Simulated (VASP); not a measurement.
# Tc: single point with PBEsol

The system is Tc.

```xyz
2
Lattice="2.7219 0.0000 0.0000 -1.3610 2.3572 0.0000 0.0000 0.0000 4.3643" Properties=species:S:1:pos:R:3 pbc="T T T"
Tc    0.0000    1.5715    1.0911
Tc    1.3610    0.7857    3.2732
```

```
Program             : VASP 6.6.1
Task                : single point
Functional          : PBEsol
Potentials or basis : VASP PAW PBE potentials, release 64 (Tc_pv)
Cutoff              : 520 eV
k mesh              : 10 × 10 × 6
Occupations         : methfessel-paxton, width 0.1 eV
Spin                : no spin polarisation
```

The pressure is -0.7 GPa. The band gap on the k mesh is zero (band 13 reaches 14.38 eV, above the bottom of band 14 at 11.14 eV).

Stress tensor (GPa, compression positive):
```
-0.60  0.00  0.00
 0.00 -0.60  0.00
 0.00  0.00 -0.85
```

Levels at points of the mesh, in eV from the Fermi level:
```tsv
k point	band 11	band 12	band 13	band 14	band 15	band 16
(0.00, 0.00, 0.00)	-1.54	-0.85	-0.85	-0.14	-0.14	1.70
(0.50, 0.00, 0.00)	-1.18	-0.95	-0.51	3.05	3.45	3.50
(0.00, 0.00, 0.50)	-1.74	-1.74	-1.74	-1.74	1.93	1.93
(0.50, 0.00, 0.50)	0.13	0.13	1.46	1.46	3.32	3.32
```

Wall time 9.7 s on 1 thread of Intel(R) Xeon(R) 6975P-C (Granite Rapids), with other jobs on the host, peak memory 0.14 GiB.

Caveat: the PAW data sets were made with another functional, which shifts forces and pressure a little.
